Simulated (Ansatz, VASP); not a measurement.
**Two plane-wave programs on Si5Ru**

```
Si Ru
1.0
     0.00000    3.51054    3.51054
     3.51054    0.00000    3.51054
     3.51054    3.51054    0.00000
Si Ru
5 1
Direct
  0.12509 0.12509 0.62472
  0.12509 0.62472 0.12509
  0.75000 0.75000 0.75000
  0.12509 0.12509 0.12509
  0.62472 0.12509 0.12509
  0.50000 0.50000 0.50000
```

Change from the starting cell: species swapped into the HfNi5 type (F-43m, No. 216).

Alike in both runs: task single point; functional PBE; k mesh 4 × 4 × 4; occupations gaussian, width 0.1 eV; collinear spin.

|  | VASP | Ansatz |
| --- | --- | --- |
| version | VASP 6.6.1 | Ansatz 0.2.0 |
| potentials or method | VASP PAW PBE potentials, release 64 (Si, Ru_pv), cutoff 520 eV | scalar-relativistic, plane waves, PAW |
| valence electrons in the cell | 34 | 36 |

|  | VASP | Ansatz | Ansatz less VASP |
| --- | --- | --- | --- |
| gap on the k mesh at the Fermi level (eV) | none | none | - |
| pressure (GPa) | 0.1 | 0.1 | +0.06 |
| rms of the force components (eV/Å) | 0.013 | 0.013 | +0.0001 |
| net moment per atom (μB) | 0.00 | 0.00 | 0.000 |

Atom by atom the forces differ by 0.000 eV/Å (rms over components). A gap of «none» marks a metal or a gap that the smearing closes. VASP's potentials hold 34 valence electrons a cell and Ansatz's 36, so a difference there can come from the potentials and not from the codes. Ansatz's warnings: seeded moment not kept.

The k mesh is coarse, so the values compare programs but aren't converged.
